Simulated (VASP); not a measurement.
# Ru (P6_3/mmc) in VASP: notebook, part 2 of 2

VASP 6.6.1. Earlier steps stand in the parts before.

## (4) Single point, PBEsol (strain -0.080 along x and y, +0.000 along z)

The input, INCAR:

```
PREC     = Accurate       # precision mode
ENCUT    = 520            # plane-wave cutoff, eV
EDIFF    = 1E-7           # SCF threshold, eV
ISMEAR   = 0              # smearing method
SIGMA    = 0.15           # smearing width, eV
LREAL    = False          # projectors in reciprocal space
LASPH    = True           # aspherical terms in the spheres
NELM     = 80             # most SCF steps
ALGO     = Fast           # electronic algorithm
ISIF     = 2              # what is computed and relaxed
LWAVE    = False          # write WAVECAR
LCHARG   = True           # write CHGCAR
GGA      = PS             # functional
LELF     = True           # ELF
LVHAR    = True         
NBANDS   = 21             # bands
```

The input, KPOINTS:

```
regular mesh
0
Gamma
  24 24 12
```

The input, POSCAR:

```
Ru
1.0
    2.4893353875      0.0000000000      0.0000000000
   -1.2446676937      2.1558276841      0.0000000000
    0.0000000000      0.0000000000      4.2819000000
Ru
2
Direct
    0.3333333333      0.6666666667      0.2500000000
    0.6666666667      0.3333333333      0.7500000000
```

Potentials or basis: VASP PAW PBE potentials, release 64 (Ru_pv).

Command:

```
$ cat potpaw_PBE.64/Ru_pv/POTCAR > POTCAR
$ mpirun -np 1 vasp_std > vasp.out
```

OUTCAR:

```text
PREC = Accurate
   ENCUT = 520
   EDIFF = 1E-7
   ISMEAR = 0
   LREAL = False
   LASPH = True
   NELM = 80
   ISIF = 2
   GGA = PS

 ion  position               nearest neighbor table
   1  0.333  0.667  0.250-   2 2.58   2 2.58   2 2.58   2 2.58   2 2.58   2 2.58
   2  0.667  0.333  0.750-   1 2.58   1 2.58   1 2.58   1 2.58   1 2.58   1 2.58

  LATTYP: Found a hexagonal cell.
 ALAT       =     2.4893353875
 C/A-ratio  =     1.7200976700

  Lattice vectors:

 A1 = (   2.4893353875,   0.0000000000,   0.0000000000)
 A2 = (  -1.2446676937,   2.1558276841,   0.0000000000)
 A3 = (   0.0000000000,   0.0000000000,   4.2819000000)

Analysis of symmetry for initial positions (statically):
=====================================================================
 Subroutine PRICEL returns:
 Original cell was already a primitive cell.

 Routine SETGRP: Setting up the symmetry group for a
 hexagonal supercell.

 Subroutine GETGRP returns: Found 24 space group operations
 (whereof 12 operations were pure point group operations)
 out of a pool of 24 trial point group operations.

The static configuration has the point symmetry D_3d.
 The point group associated with its full space group is D_6h.

Analysis of symmetry for dynamics (positions and initial velocities):
=====================================================================
 Subroutine PRICEL returns:
 Original cell was already a primitive cell.

 Routine SETGRP: Setting up the symmetry group for a
 hexagonal supercell.

 Subroutine GETGRP returns: Found 24 space group operations
 (whereof 12 operations were pure point group operations)
 out of a pool of 24 trial point group operations.

The dynamic configuration has the point symmetry D_3d.
 The point group associated with its full space group is D_6h.

 Subroutine INISYM returns: Found 24 space group operations
 (whereof 12 operations are pure point group operations),
 and found     1 'primitive' translations

[... 112 lines left out ...]
   IMIX   =      4    mixing-type and parameters
     AMIX     =   0.40;   BMIX     =  1.00
     AMIX_MAG =   1.60;   BMIX_MAG =  1.00
  volume/ion in A,a.u.               =      11.49        77.54
  Fermi-wavevector in a.u.,A,eV,Ry     =   1.748569  3.304317 41.599739  3.057495
  Thomas-Fermi vector in A             =   2.819651
   LORBIT       =      0    0 simple, 1 ext, 2 COOP (PROOUT), +10 PAW based schemes
   GGA     = PS    functional components
   LHFCALC =     F    Hartree Fock is set to
   AEXX    =    0.0000 exact exchange contribution
   IVDW    =     0    specifies the selected vdW correction
   LEPSILON=     F    determine dielectric tensor
   LRPA    =     F    only Hartree local field effects (RPA)
 non-spin polarized calculation
 RMM-DIIS sequential band-by-band and
 Gauss-broadening in eV      SIGMA  =   0.15
  energy-cutoff  :      520.00
  volume of cell :       22.98
 maximum number of plane-waves:       636
 NGX is ok and might be reduce to    20
   NGX =  9   NGY =  9   NGZ = 15

 number of electron      28.0000000 magnetization

 Free energy of the ion-electron system (eV)
  ---------------------------------------------------
  ext. energy  EPLUGINS =         0.00000000
  ---------------------------------------------------
  free energy    TOTEN  =       -19.37063713 eV

  energy without entropy =      -19.35867161  energy(sigma->0) =      -19.36465437

 E-fermi :  16.0137     XC(G=0): -15.3352

 val. band max:       16.0114911627   @ k =   0.1250   0.1250   0.3333
 cond. band min:      16.0262856773   @ k =   0.0000   0.0000   0.3333
 fundamental gap:      0.0147945146
 Fermi energy:        16.0136577443

 k-point     1 :       0.0000    0.0000    0.0000
  band No.  band energies     occupation
      1     -28.2094      2.00000
      2     -26.5955      2.00000
      3     -26.5955      2.00000
      4     -26.5681      2.00000
      5     -26.4152      2.00000
      6     -26.4152      2.00000
[... 565 lines left out ...]
     20      28.7113      0.00000
     21      28.9224      0.00000

 [... further k-points ...]

------------------------ aborting loop because EDIFF is reached ----------------------------------------

  FORCE on cell =-STRESS in cart. coord.  units (eV):
  Direction    XX          YY          ZZ          XY          YZ          ZX
  --------------------------------------------------------------------------------------
  -------------------------------------------------------------------------------------
  Total       14.0066729     14.0066729      4.5379644      0.0000000      0.0000000      0.0000000
  in kB      976.5884690    976.5884690    316.4008832      0.0000000      0.0000000      0.0000000
  external PRESSURE =     756.5259404 kB  Pullay stress =       0.0000000 kB

 VOLUME and BASIS-vectors are now :
 -----------------------------------------------------------------------------
  energy-cutoff  :      520.00
  volume of cell :       22.98
      direct lattice vectors                 reciprocal lattice vectors
     2.489335388  0.000000000  0.000000000     0.401713648  0.231929483  0.000000000
    -1.244667694  2.155827684  0.000000000     0.000000000  0.463858966  0.000000000
     0.000000000  0.000000000  4.281900000     0.000000000  0.000000000  0.233541185

 POSITION                                       TOTAL-FORCE (eV/Angst)
 -----------------------------------------------------------------------------------
     -0.00000      1.43722      1.07048         0.000000     -0.000000      0.000000
      1.24467      0.71861      3.21143        -0.000000      0.000000      0.000000
 -----------------------------------------------------------------------------------
    total drift:                               -0.000000      0.000000     -0.000000

  FREE ENERGIE OF THE ION-ELECTRON SYSTEM (eV)
  ---------------------------------------------------
  free  energy   TOTEN  =       -19.3706371334 eV

  energy  without entropy=      -19.3586716134  energy(sigma->0) =      -19.36465437
```

stdout:

```text
POSCAR found type information on POSCAR Ru
 POSCAR found :  1 types and       2 ions
 scaLAPACK will be used
 -----------------------------------------------------------------------------
|                                                                             |
|                                                                             |
|     You enforced a specific xc type in the INCAR file but a different       |
|     I HOPE YOU KNOW WHAT YOU ARE DOING!                                     |
|                                                                             |
 -----------------------------------------------------------------------------

 LDA part: xc-table for (Slater+PW92), standard interpolation
 POSCAR, INCAR and KPOINTS ok, starting setup
 FFT: planning ... GRIDC
 FFT: planning ... GRID_SOFT
 FFT: planning ... GRID
 WAVECAR not read
 entering main loop
WARNING in EDDRMM: call to ZHEGV failed, returncode =   6  3     19
WARNING in EDDRMM: call to ZHEGV failed, returncode =   6  3     20
WARNING in EDDRMM: call to ZHEGV failed, returncode =   8  4     20
```

Run time: 3.9 min. Hardware: 1 thread of Intel Xeon Platinum 8259CL at 2.50GHz (Skylake/Cascade Lake), shared host; peak memory 0.27 GiB.

Results:

```
Free energy            : -19.3706 eV
Pressure               : 75.7 GPa
Band gap on the k mesh : zero (bands 14 and 15 overlap by 3.83 eV)
```

Caveat: the cell differs from its parent crystal (strain -0.080 along x and y, +0.000 along z); the stress differs along the axes, from 32 to 98 GPa; the PAW data sets were made with another functional, which shifts forces and pressure a little.

## (5) Overview

| cell | further INCAR settings | gap on the mesh (eV) | pressure (GPa) |
| --- | --- | --- | --- |
| a = 2.489, b = 2.489, c = 3.939 Å, angles 90.0, 90.0, 120.0°, 2 atoms | ALGO = Fast; EDIFF = 1e-06; NBANDS = 21 | none | 139.5 |
| a = 2.489, b = 2.489, c = 4.111 Å, angles 90.0, 90.0, 120.0°, 2 atoms | ALGO = Fast; EDIFF = 1e-06; NBANDS = 21 | none | 103.2 |
| a = 2.489, b = 2.489, c = 4.282 Å, angles 90.0, 90.0, 120.0°, 2 atoms | ALGO = Fast; EDIFF = 1e-07; NBANDS = 21 | none | 75.7 |

Alike in all rows: task single point; level PBEsol; potentials or basis VASP PAW PBE potentials, release 64 (Ru_pv); no spin polarisation; k mesh 24 × 24 × 12; cutoff (eV) 520; smearing gaussian 0.15 eV.

Caveats: the PAW data sets were made with another functional, which shifts forces and pressure a little; the stress differs along the axes, from 138 to 144 GPa (at least some runs); the stress differs along the axes, from 80 to 115 GPa (at least some runs); the stress differs along the axes, from 32 to 98 GPa (at least some runs).

Absolute energies hang on the potentials; compare differences alone.
